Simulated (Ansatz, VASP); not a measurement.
**One calculation of GaS3, two programs**

```
Ga S
1.0
     5.24057    0.00000    0.00000
    -2.62029    4.53847    0.00000
     0.00000    0.00000    7.60875
Ga S
2 6
Direct
  0.66667 0.33333 0.00000
  0.33333 0.66667 0.00000
  0.71246 0.71246 0.78811
  0.28754 0.28754 0.21189
  0.00000 0.28754 0.78811
  0.28754 0.00000 0.78811
  0.71246 0.00000 0.21189
  0.00000 0.71246 0.21189
```

Change from the starting cell: species swapped into the TiCl3 type (P-31m, No. 162).

Alike in both runs: functional PBE; k mesh 6 × 6 × 2; occupations gaussian, width 0.1 eV; no spin polarisation.

Ansatz relaxed the structure, and its values are those at the end. VASP's run is a single point on that final structure, the one shown.

|  | VASP | Ansatz |
| --- | --- | --- |
| version | VASP 6.6.1 | Ansatz 0.2.0 |
| potentials or method | VASP PAW PBE potentials, release 64 (Ga_d, S), cutoff 520 eV | scalar-relativistic, plane waves, PAW |
| valence electrons in the cell | 62 | 62 |

|  | VASP | Ansatz | Ansatz less VASP |
| --- | --- | --- | --- |
| gap on the k mesh at the Fermi level (eV) | none | none | - |
| pressure (GPa) | -0.3 | -0.3 | +0.04 |
| rms of the force components (eV/Å) | 0.019 | 0.016 | -0.0033 |

A gap of «none» marks a metal or a gap that the smearing closes. With one functional, cell and mesh, what is left measures potentials, basis and numerics.

The k mesh is coarse, so the values compare programs but aren't converged.
